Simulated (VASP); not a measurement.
# Sn in VASP: a series of runs, part 2 of 2

VASP 6.6.1. Earlier steps stand in the parts before.

## Step 4: Relaxation of cell and atoms, r2SCAN

This run uses another cell than the first one: it holds 1 atom, not 2.

The input, POSCAR:

```
Sn
1.0
    3.0561510194      0.0000000000      0.0000000000
    0.0000000000      3.0561510194      0.0000000000
    0.0000000000      0.0000000000      3.0561510194
Sn
1
Direct
    0.0000000000      0.0000000000      0.0000000000
```

The input, INCAR.step1:

```
SYSTEM = Sn
PREC     = Accurate       ! precision mode
ENCUT    = 600            ! plane-wave cutoff, eV
ISMEAR   = 0              ! smearing method
SIGMA    = 0.1            ! smearing width, eV
LREAL    = .False.        ! projectors in reciprocal space
LASPH    = .True.         ! aspherical terms in the spheres
NELM     = 100            ! most SCF steps
GGA      = PE             ! functional
ALGO     = Normal         ! electronic algorithm
EDIFF    = 1E-4           ! SCF threshold, eV
LWAVE    = .True.         ! write WAVECAR
LCHARG   = .False.        ! write CHGCAR
```

The input, INCAR.step2:

```
SYSTEM = Sn
PREC     = Accurate       ! precision mode
ENCUT    = 600            ! plane-wave cutoff, eV
EDIFF    = 1E-6           ! SCF threshold, eV
ISMEAR   = 0              ! smearing method
SIGMA    = 0.1            ! smearing width, eV
LREAL    = .False.        ! projectors in reciprocal space
LASPH    = .True.         ! aspherical terms in the spheres
NELM     = 100            ! most SCF steps
ALGO     = Normal         ! electronic algorithm
ISIF     = 3              ! what is computed and relaxed
LWAVE    = .False.        ! write WAVECAR
LCHARG   = .False.        ! write CHGCAR
METAGGA  = R2SCAN         ! meta-GGA
LMIXTAU  = .True.       
IBRION   = 2              ! ionic algorithm
NSW      = 100            ! ionic steps
EDIFFG   = -0.01          ! ionic threshold
ISTART   = 1
```

The input, KPOINTS:

```
Automatic mesh
0
Gamma
  18 18 18
  0 0 0
```

Potentials or basis: VASP PAW PBE potentials, release 64 (Sn_d).

On the command line:

```console
cat potpaw_PBE.64/Sn_d/POTCAR > POTCAR
cp INCAR.step1 INCAR
mpirun -np 1 vasp_std > vasp.out
cp INCAR.step2 INCAR
mpirun -np 1 vasp_std > vasp.out
```

OUTCAR:

```text
SYSTEM = Sn
   PREC = Accurate
   ENCUT = 600
   EDIFF = 1E-6
   ISMEAR = 0
   LREAL = .False.
   LASPH = .True.
   NELM = 100
   ISIF = 3
   METAGGA = R2SCAN
   IBRION = 2
   NSW = 100
   EDIFFG = -0.01
   ISTART = 1

 ion  position               nearest neighbor table
   1  0.000  0.000  0.000-

  LATTYP: Found a simple cubic cell.
 ALAT       =     3.0561510194

  Lattice vectors:

 A1 = (   3.0561510194,   0.0000000000,   0.0000000000)
 A2 = (   0.0000000000,   3.0561510194,   0.0000000000)
 A3 = (   0.0000000000,   0.0000000000,   3.0561510194)

Analysis of symmetry for initial positions (statically):
=====================================================================
 Subroutine PRICEL returns:
 Original cell was already a primitive cell.

 Routine SETGRP: Setting up the symmetry group for a
 simple cubic supercell.

 Subroutine GETGRP returns: Found 48 space group operations
 (whereof 48 operations were pure point group operations)
 out of a pool of 48 trial point group operations.

The static configuration has the point symmetry O_h .

Analysis of symmetry for dynamics (positions and initial velocities):
=====================================================================
 Subroutine PRICEL returns:
 Original cell was already a primitive cell.

 Routine SETGRP: Setting up the symmetry group for a
 simple cubic supercell.

 Subroutine GETGRP returns: Found 48 space group operations
 (whereof 48 operations were pure point group operations)
 out of a pool of 48 trial point group operations.

The dynamic configuration has the point symmetry O_h .

 Subroutine INISYM returns: Found 48 space group operations
 (whereof 48 operations are pure point group operations),
 and found     1 'primitive' translations

[... 129 lines left out ...]
   NGX = 13   NGY = 13   NGZ = 13

--------------------------------------- Ionic step        1  -------------------------------------------

 number of electron      14.0000012 magnetization

 Free energy of the ion-electron system (eV)
  ---------------------------------------------------
  ext. energy  EPLUGINS =         0.00000000
  ---------------------------------------------------
  free energy    TOTEN  =       -24.61040111 eV

  energy without entropy =      -24.60828545  energy(sigma->0) =      -24.60934328

------------------------ aborting loop because EDIFF is reached ----------------------------------------

  FORCE on cell =-STRESS in cart. coord.  units (eV):
  Direction    XX          YY          ZZ          XY          YZ          ZX
  --------------------------------------------------------------------------------------
  -------------------------------------------------------------------------------------
  Total       -0.0159418     -0.0159418     -0.0159418      0.0000000     -0.0000000      0.0000000
  in kB       -0.8947955     -0.8947955     -0.8947955      0.0000000     -0.0000000      0.0000000
  external PRESSURE =      -0.8947955 kB  Pullay stress =       0.0000000 kB
[... 57 lines left out ...]
--------------------------------------- Ionic step        3  -------------------------------------------

 number of electron      14.0000013 magnetization

 Free energy of the ion-electron system (eV)
  ---------------------------------------------------
  ext. energy  EPLUGINS =         0.00000000
  ---------------------------------------------------
  free energy    TOTEN  =       -24.61041119 eV

  energy without entropy =      -24.60829703  energy(sigma->0) =      -24.60935411

 E-fermi :   7.1994     XC(G=0): -10.8312

 val. band max:        7.1932289446   @ k =   0.3333   0.3333   0.1111
 cond. band min:       7.2224553333   @ k =   0.3333   0.3333   0.2778
 fundamental gap:      0.0292263887
 Fermi energy:         7.1993516002

 k-point     1 :       0.0000    0.0000    0.0000
  band No.  band energies     occupation
      1     -15.0873      2.00000
      2     -15.0873      2.00000
      3     -14.6505      2.00000
      4     -14.6505      2.00000
      5     -14.6505      2.00000
      6      -4.1176      2.00000
      7      12.9177      0.00000
      8      12.9177      0.00000
      9      12.9177      0.00000
     10      16.2882      0.00000
     11      16.2882      0.00000
[... 309 lines left out ...]
 k-point    24 :       0.3333    0.1111    0.0000
  band No.  band energies     occupation
      1     -15.0426      2.00000
      2     -14.8169      2.00000
      3     -14.7525      2.00000
      4     -14.7339      2.00000
      5     -14.6565      2.00000
      6      -2.0582      2.00000
      7       4.9843      2.00000
      8      12.4704      0.00000
      9      14.9472      0.00000
     10      18.3351      0.00000
     11      19.0791      0.00000

 [... further k-points ...]

------------------------ aborting loop because EDIFF is reached ----------------------------------------

  FORCE on cell =-STRESS in cart. coord.  units (eV):
  Direction    XX          YY          ZZ          XY          YZ          ZX
  --------------------------------------------------------------------------------------
  -------------------------------------------------------------------------------------
  Total       -0.0064166     -0.0064166     -0.0064166     -0.0000000     -0.0000000     -0.0000000
  in kB       -0.3605826     -0.3605826     -0.3605826     -0.0000000     -0.0000000     -0.0000000
  external PRESSURE =      -0.3605826 kB  Pullay stress =       0.0000000 kB
[... 16 lines left out ...]
  FREE ENERGIE OF THE ION-ELECTRON SYSTEM (eV)
  ---------------------------------------------------
  free  energy   TOTEN  =       -24.6104111879 eV

  energy  without entropy=      -24.6082970271  energy(sigma->0) =      -24.60935411

 reached required accuracy - stopping structural energy minimisation
```

Run time: 1.8 min. Hardware: 1 thread of Intel Xeon 6975P-C (Granite Rapids), shared host; peak memory 0.21 GiB.

What came out:

```yaml
Free_energy: -24.6104 eV
Relaxed_volume: 28.51 Å³/atom
Relaxed_cell: a = 3.055 Å, b = 3.055 Å, c = 3.055 Å, α = 90.00°, β = 90.00°, γ = 90.00°
Space_group_after_relaxing_to_0.1_Å: Pm-3m (No. 221)
Energy_gained_by_relaxing: 0.0 meV/atom
Ionic_steps: 3
Pressure_after_relaxing: 0.0 GPa
Band_gap_on_the_k_mesh: zero (bands 7 and 8 overlap by 8.06 eV)
```

Final structure:
```xyz
1
Lattice="3.0549 0.0000 0.0000 0.0000 3.0549 0.0000 0.0000 0.0000 3.0549" Properties=species:S:1:pos:R:3 pbc="T T T"
Sn    0.0000    0.0000    0.0000
```

Levels at points of the mesh, in eV from the Fermi level:
```csv
k point,band 5,band 6,band 7,band 8,band 9,band 10
"(0.00, 0.00, 0.00)",-21.85,-11.32,5.72,5.72,5.72,9.09
"(0.50, 0.00, 0.00)",-21.84,-8.06,-4.86,8.49,8.49,12.00
"(0.50, 0.50, 0.00)",-21.72,-4.52,-2.35,-2.35,3.20,11.57
"(0.50, 0.50, 0.50)",-21.71,-0.34,0.11,0.11,0.11,6.26
```

Caveat: the PAW data sets were made with another functional, which shifts forces and pressure a little; spin-orbit coupling is left out, which moves the levels of the heavy elements.

## Step 5: The runs side by side

```tsv
task	cell	k mesh	cutoff (eV)	gap on the mesh (eV)	pressure (GPa)
single point	a = 4.372 Å, angles 58.6°, 2 atoms, atomic positions A	6 × 6 × 6	520	none	-0.1
single point	a = 3.054 Å, 1 atom, atomic positions B	18 × 18 × 18	520	none	0.0
relaxation of cell and atoms	relaxed from a = 3.056 Å, 1 atom, atomic positions B	18 × 18 × 18	600	none	0.0
```

Alike in all rows: level r2SCAN; potentials or basis VASP PAW PBE potentials, release 64 (Sn_d); no spin polarisation; smearing gaussian 0.1 eV.

Caveats: the PAW data sets were made with another functional, which shifts forces and pressure a little; spin-orbit coupling is left out, which moves the levels of the heavy elements.

Total energies depend on the potentials used, so only differences within one code and one set of settings carry meaning.
